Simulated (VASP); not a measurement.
# Re (Pm-3m) in VASP: further runs

Runs on Re. Level: PBE. Tasks: single point.

All numbers are computed with VASP 6.6.1; they aren't measurements. Logs are shortened: lines on timing, memory, paths and dates and some standing lists are left out, and cuts for length are marked.

**1. The cell of the first run**

It takes space group Pm-3m (No. 221, cubic). Conventional cell: a = 2.536 Å, b = 2.536 Å, c = 2.536 Å, α = 90.00°, β = 90.00°, γ = 90.00°. Re (site symmetry m-3m) has 6 Re at 2.54 Å within 3.3 Å.

**2. Single point, PBE**

The input, INCAR:

```
ALGO = Normal
EDIFF = 1E-6
ENCUT = 500
GGA = PE
GGA_COMPAT = False
ISIF = 2
ISMEAR = -1
LASPH = True
LCHARG = False
LREAL = False
LWAVE = False
NBANDS = 14
NELM = 120
PREC = Accurate
SIGMA = 0.1
```

The input, KPOINTS:

```
k-points
0
Gamma
  8 8 8
```

The input, POSCAR:

```
Re
1.0
    2.5357084777      0.0000000000      0.0000000000
    0.0000000000      2.5357084777      0.0000000000
    0.0000000000      0.0000000000      2.5357084777
Re
1
Direct
    0.0000000000      0.0000000000      0.0000000000
```

Potentials or basis: VASP PAW PBE potentials, release 64 (Re_sv_GW).

Run with:

```console
> cat potpaw_PBE.64/Re_sv_GW/POTCAR > POTCAR
> mpirun -np 1 vasp_std > vasp.out
```

OUTCAR:

```text
EDIFF = 1E-6
   ENCUT = 500
   GGA = PE
   ISIF = 2
   ISMEAR = -1
   LASPH = True
   LREAL = False
   NELM = 120
   PREC = Accurate

 ion  position               nearest neighbor table
   1  0.000  0.000  0.000-

  LATTYP: Found a simple cubic cell.
 ALAT       =     2.5357084777

  Lattice vectors:

 A1 = (   2.5357084777,   0.0000000000,   0.0000000000)
 A2 = (   0.0000000000,   2.5357084777,   0.0000000000)
 A3 = (   0.0000000000,   0.0000000000,   2.5357084777)

Analysis of symmetry for initial positions (statically):
=====================================================================
 Subroutine PRICEL returns:
 Original cell was already a primitive cell.

 Routine SETGRP: Setting up the symmetry group for a
 simple cubic supercell.

 Subroutine GETGRP returns: Found 48 space group operations
 (whereof 48 operations were pure point group operations)
 out of a pool of 48 trial point group operations.

The static configuration has the point symmetry O_h .

Analysis of symmetry for dynamics (positions and initial velocities):
=====================================================================
 Subroutine PRICEL returns:
 Original cell was already a primitive cell.

 Routine SETGRP: Setting up the symmetry group for a
 simple cubic supercell.

 Subroutine GETGRP returns: Found 48 space group operations
 (whereof 48 operations were pure point group operations)
 out of a pool of 48 trial point group operations.

The dynamic configuration has the point symmetry O_h .

 Subroutine INISYM returns: Found 48 space group operations
 (whereof 48 operations are pure point group operations),
 and found     1 'primitive' translations

----------------------------------------------------------------------------------------

                                     Primitive cell

  volume of cell :      16.3041

  direct lattice vectors                    reciprocal lattice vectors
     2.535708478  0.000000000  0.000000000     0.394367100  0.000000000  0.000000000
     0.000000000  2.535708478  0.000000000     0.000000000  0.394367100  0.000000000
     0.000000000  0.000000000  2.535708478     0.000000000  0.000000000  0.394367100

  length of vectors
     2.535708478  2.535708478  2.535708478     0.394367100  0.394367100  0.394367100

  position of ions in fractional coordinates (direct lattice)
     0.000000000  0.000000000  0.000000000

  ion indices of the primitive-cell ions
   primitive index   ion index
                 1           1

----------------------------------------------------------------------------------------

 KPOINTS: k-points

Automatic generation of k-mesh.
 Grid dimensions read from file:
 generate k-points for:    8    8    8

 Generating k-lattice:

  Cartesian coordinates                     Fractional coordinates (reciprocal lattice)
     0.049295888  0.000000000  0.000000000     0.125000000  0.000000000  0.000000000
     0.000000000  0.049295888  0.000000000     0.000000000  0.125000000  0.000000000
     0.000000000  0.000000000  0.049295888     0.000000000  0.000000000  0.125000000

  Length of vectors
     0.049295888  0.049295888  0.049295888

  Shift w.r.t. Gamma in fractional coordinates (k-lattice)
     0.000000000  0.000000000  0.000000000

 Subroutine IBZKPT returns following result:
 ===========================================

 Found     35 irreducible k-points:

 Following reciprocal coordinates:
            Coordinates               Weight
  0.000000  0.000000  0.000000      1.000000
  0.125000  0.000000  0.000000      6.000000
  0.250000  0.000000  0.000000      6.000000
  0.375000  0.000000  0.000000      6.000000
  0.500000  0.000000  0.000000      3.000000
  0.125000  0.125000  0.000000     12.000000
[... 16 lines left out ...]
  0.375000  0.375000  0.125000     24.000000
  0.500000  0.375000  0.125000     24.000000
 [... further k-points ...]
   k-points           NKPTS =     35   k-points in BZ     NKDIM =     35   number of bands    NBANDS=     14
   number of dos      NEDOS =    301   number of ions     NIONS =      1
   total plane-waves  NPLWV =   5832
   dimension x,y,z NGX =    18 NGY =   18 NGZ =   18
   dimension x,y,z NGXF=    36 NGYF=   36 NGZF=   36
   ions per type =               1
   NGX,Y,Z   is equivalent  to a cutoff of  11.80, 11.80, 11.80 a.u.
   NGXF,Y,Z  is equivalent  to a cutoff of  23.60, 23.60, 23.60 a.u.
 SYSTEM =  unknown system
   PREC   = accura    normal or accurate (medium, high low for compatibility)
   ISTART =      0    job   : 0-new  1-cont  2-samecut
   ICHARG =      2    charge: 1-file 2-atom 10-const
   ISPIN  =      1    spin polarized calculation?
   LNONCOLLINEAR =      F non collinear calculations
   LSORBIT =      F    spin-orbit coupling
   LASPH  =      T    aspherical Exc in radial PAW
   ENCUT  =  500.0 eV  36.75 Ry    6.06 a.u.   4.62  4.62  4.62*2*pi/ulx,y,z
   NELM   =    120;   NELMIN=  2; NELMDL= -5     # of ELM steps
   EDIFF  = 0.1E-05   stopping-criterion for ELM
   LREAL  =      F    real-space projection
   EDIFFG = 0.1E-04   stopping-criterion for IOM
   NSW    =      0    number of steps for IOM
   IBRION =     -1    ionic relax: 0-MD 1-quasi-New 2-CG
   NFREE  =      0    steps in history (QN), initial steepest desc. (CG)
   ISIF   =      2    stress and relaxation
   ISYM   =      2    0-nonsym 1-usesym 2-fastsym
   POTIM  = 0.5000    time-step for ionic-motion
   TEBEG  =    0.0;   TEEND  =   0.0 temperature during run
   PSTRESS=    0.0 pullay stress
   NELECT =      15.0000    total number of electrons
   NUPDOWN=      -1.0000    fix difference up-down
   EMIN   =  10.00;   EMAX   =-10.00  energy-range for DOS
   EFERMI =   0.00;   METHOD = LEGACY
   ISMEAR =    -1;   SIGMA  =   0.10  broadening in eV -4-tet -1-fermi 0-gaus
   EFERMI_NEDOS =   21; number of points for ismear=-14 and -15
   IALGO  =     38    algorithm
   IMIX   =      4    mixing-type and parameters
     AMIX     =   0.40;   BMIX     =  1.00
     AMIX_MAG =   1.60;   BMIX_MAG =  1.00
  volume/ion in A,a.u.               =      16.30       110.03
  Fermi-wavevector in a.u.,A,eV,Ry     =   1.592230  3.008879 34.493461  2.535198
  Thomas-Fermi vector in A             =   2.690648
   LORBIT       =      0    0 simple, 1 ext, 2 COOP (PROOUT), +10 PAW based schemes
   GGA     = PE    functional components
   LHFCALC =     F    Hartree Fock is set to
   AEXX    =    0.0000 exact exchange contribution
   IVDW    =     0    specifies the selected vdW correction
   LEPSILON=     F    determine dielectric tensor
   LRPA    =     F    only Hartree local field effects (RPA)
 non-spin polarized calculation
  energy-cutoff  :      500.00
  volume of cell :       16.30
 maximum number of plane-waves:       437
   NGX =  9   NGY =  9   NGZ =  9

 number of electron      15.0000004 magnetization

 Free energy of the ion-electron system (eV)
  ---------------------------------------------------
  ext. energy  EPLUGINS =         0.00000000
  ---------------------------------------------------
  free energy    TOTEN  =       -12.69303411 eV

  energy without entropy =      -12.66445177  energy(sigma->0) =      -12.67874294

 E-fermi :  11.7419     XC(G=0): -13.4603

 val. band max:       11.7091340200   @ k =   0.5000   0.3750   0.2500
 cond. band min:      11.7472212364   @ k =   0.5000   0.0000   0.0000
 fundamental gap:      0.0380872164
 Fermi energy:        11.7419062641

 k-point     1 :       0.0000    0.0000    0.0000
  band No.  band energies     occupation
      1     -68.4575      2.00000
      2     -29.6628      2.00000
      3     -29.6628      2.00000
      4     -29.6628      2.00000
      5       2.3768      2.00000
      6       6.2189      2.00000
      7       6.2189      2.00000
      8      15.6397      0.00000
      9      15.6397      0.00000
     10      15.6397      0.00000
     11      27.2443      0.00000
     12      27.2443      0.00000
     13      27.2443      0.00000
     14      33.7656      0.00000

 k-point     2 :       0.1250    0.0000    0.0000
  band No.  band energies     occupation
      1     -68.4414      2.00000
      2     -29.8783      2.00000
      3     -29.6443      2.00000
      4     -29.6443      2.00000
      5       2.8968      2.00000
      6       6.3500      2.00000
      7       6.8120      2.00000
      8      14.8660      0.00000
      9      14.8660      0.00000
     10      15.6980      0.00000
     11      24.9384      0.00000
     12      28.3110      0.00000
     13      28.3110      0.00000
     14      32.8597      0.00000

 k-point     3 :       0.2500    0.0000    0.0000
  band No.  band energies     occupation
      1     -68.4027      2.00000
      2     -30.3793      2.00000
      3     -29.5998      2.00000
      4     -29.5998      2.00000
      5       4.0844      2.00000
      6       6.6830      2.00000
      7       8.4853      2.00000
      8      13.3730      0.00000
      9      13.3730      0.00000
     10      15.8417      0.00000
     11      21.8678      0.00000
     12      29.3792      0.00000
     13      30.5391      0.00000
     14      30.5391      0.00000

 k-point     4 :       0.3750    0.0000    0.0000
  band No.  band energies     occupation
      1     -68.3638      2.00000
      2     -30.8540      2.00000
      3     -29.5549      2.00000
      4     -29.5549      2.00000
      5       5.3043      2.00000
      6       7.0445      2.00000
      7      10.2612      2.00000
      8      12.1833      0.02391
      9      12.1833      0.02391
     10      15.9894      0.00000
     11      20.4873      0.00000
     12      27.0876      0.00000
     13      32.6507      0.00000
     14      32.6507      0.00000

 k-point     5 :       0.5000    0.0000    0.0000
  band No.  band energies     occupation
      1     -68.3479      2.00000
      2     -31.0446      2.00000
      3     -29.5366      2.00000
      4     -29.5366      2.00000
      5       5.8827      2.00000
      6       7.2039      2.00000
      7      10.8030      1.99983
      8      11.7472      0.97343
      9      11.7472      0.97343
     10      16.0519      0.00000
     11      20.7531      0.00000
[... 276 lines left out ...]
 k-point    22 :       0.5000    0.2500    0.1250
  band No.  band energies     occupation
      1     -68.2794      2.00000
      2     -30.9271      2.00000
      3     -30.2010      2.00000
      4     -29.6791      2.00000
      5       7.0756      2.00000
      6       8.0615      2.00000
      7      10.3116      2.00000
      8      10.4987      1.99999
      9      13.3580      0.00000
     10      16.6938      0.00000
     11      20.8501      0.00000
     12      28.3199      0.00000
     13      29.6177      0.00000
     14      30.0472      0.00000

 k-point    23 :       0.3750    0.3750    0.1250
  band No.  band energies     occupation
      1     -68.2573      2.00000
      2     -30.6878      2.00000
      3     -30.6707      2.00000
      4     -29.6523      2.00000
      5       6.1716      2.00000
      6       8.3624      2.00000
      7      11.1764      1.99303
      8      11.2185      1.98939
      9      14.3095      0.00000
     10      15.4543      0.00000
     11      22.2821      0.00000
     12      25.5924      0.00000
     13      29.0124      0.00000
     14      32.3924      0.00000

 k-point    24 :       0.5000    0.3750    0.1250
  band No.  band energies     occupation
      1     -68.2414      2.00000
      2     -30.8616      2.00000
      3     -30.6529      2.00000
      4     -29.6329      2.00000
      5       5.7894      2.00000
      6       8.6222      2.00000
      7      10.7892      1.99985
      8      11.3365      1.96588
      9      14.9098      0.00000
     10      17.9753      0.00000
     11      20.4096      0.00000
     12      26.3655      0.00000
     13      27.3983      0.00000
     14      31.9637      0.00000

 [... further k-points ...]
[... 5 lines left out ...]
  --------------------------------------------------------------------------------------
  -------------------------------------------------------------------------------------
  Total        1.3060925      1.3060925      1.3060925      0.0000000     -0.0000000     -0.0000000
  in kB      128.3472426    128.3472426    128.3472426      0.0000000     -0.0000000     -0.0000000
  external PRESSURE =     128.3472426 kB  Pullay stress =       0.0000000 kB

 VOLUME and BASIS-vectors are now :
 -----------------------------------------------------------------------------
  energy-cutoff  :      500.00
  volume of cell :       16.30
      direct lattice vectors                 reciprocal lattice vectors
     2.535708478  0.000000000  0.000000000     0.394367100  0.000000000  0.000000000
     0.000000000  2.535708478  0.000000000     0.000000000  0.394367100  0.000000000
     0.000000000  0.000000000  2.535708478     0.000000000  0.000000000  0.394367100

 POSITION                                       TOTAL-FORCE (eV/Angst)
 -----------------------------------------------------------------------------------
      0.00000      0.00000      0.00000         0.000000      0.000000      0.000000
 -----------------------------------------------------------------------------------
    total drift:                               -0.000000      0.000000      0.000000

  FREE ENERGIE OF THE ION-ELECTRON SYSTEM (eV)
  ---------------------------------------------------
  free  energy   TOTEN  =       -12.6930341118 eV

  energy  without entropy=      -12.6644517650  energy(sigma->0) =      -12.67874294
```

Wall time 4.8 s (1 thread of Intel Xeon Platinum 8488C (Sapphire Rapids), shared host); peak memory 0.12 GiB.

Results:

```
Free energy : -12.6930 eV
Pressure    : 12.8 GPa
```

Caveat: spin-orbit coupling is left out, which moves the levels of the heavy elements.

(Part 1 of 2 ends here.)
